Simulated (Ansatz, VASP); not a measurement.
**Mg in VASP and in Ansatz**

```
CELL_PARAMETERS angstrom
3.02004 0.00000 0.00000
-1.51002 2.61543 0.00000
0.00000 0.00000 5.88373
ATOMIC_POSITIONS crystal
Mg 0.33333 0.66667 0.25000
Mg 0.66667 0.33333 0.75000
```

Alike in both runs: task single point; functional PBE; k mesh 18 × 18 × 10; occupations gaussian, width 0.15 eV; no spin polarisation.

|  | VASP | Ansatz |
| --- | --- | --- |
| version | VASP 6.6.1 | Ansatz 0.2.0 |
| potentials or method | VASP PAW PBE potentials, release 64 (Mg), cutoff 520 eV | scalar-relativistic, plane waves, PAW |
| valence electrons in the cell | 4 | 20 |

```csv
,VASP,Ansatz,Ansatz less VASP
gap on the k mesh at the Fermi level (eV),none,none,-
pressure (GPa),1.0,1.1,+0.11
"traceless stress, the component that is largest in VASP (GPa)",-5.43,-5.43,-0.004
```

A gap of «none» marks a metal or a gap that the smearing closes. VASP's potentials hold 4 valence electrons a cell and Ansatz's 20, so a difference there can come from the potentials and not from the codes.
